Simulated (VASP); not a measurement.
**Nb: single point with B3LYP**

Crystal: Nb.

```
CELL_PARAMETERS angstrom
-1.77241 1.71689 1.63540
1.71656 -1.88591 1.71883
1.55363 1.67954 -1.76708
ATOMIC_POSITIONS crystal
Nb 0.00000 0.00000 0.00000
```

```yaml
Program: VASP 6.6.1
Task: single point
Functional: B3LYP
Potentials_or_basis: VASP PAW PBE potentials, release 64 (Nb_sv)
Cutoff: 400 eV
k_mesh: 6 × 6 × 7
Occupations: fermi-dirac, width 0.05 eV
Spin: no spin polarisation
Dipole_correction: no
Grid_for_exact_exchange_PRECFOCK: Normal
Further_INCAR_settings: ALGO = Normal; EDIFF = 1e-06; NBANDS = 12
Share_of_exact_exchange: 0.2
```

```
Pressure               : -0.7 GPa
Band gap on the k mesh : zero (an odd number of electrons rules out a gap without spin polarisation)
```

Stress tensor (GPa, compression positive):
```
 0.09  0.46 -0.35
 0.46 -1.59  0.25
-0.35  0.25 -0.54
```

Levels at points of the mesh, in eV from the Fermi level:
```tsv
k point	band 4	band 5	band 6	band 7	band 8	band 9
(0.00, 0.00, 0.00)	-31.64	-6.81	-1.52	0.35	1.91	4.35
(0.50, 0.00, 0.00)	-32.05	-4.37	-1.68	3.36	3.43	3.86
(0.00, 0.50, 0.00)	-32.06	-4.34	-2.31	3.22	3.98	4.56
(0.50, 0.50, 0.00)	-31.72	-4.40	-2.81	1.43	5.01	5.53
```

Wall time 88 min on 1 thread of Intel Xeon 8259CL, on a shared host, peak memory 0.15 GiB.

Caveat: the k points lie up to 0.41 Å⁻¹ apart, too coarse for converged energies and pressures of a metal; the PAW data sets were made with another functional, which shifts forces and pressure a little.
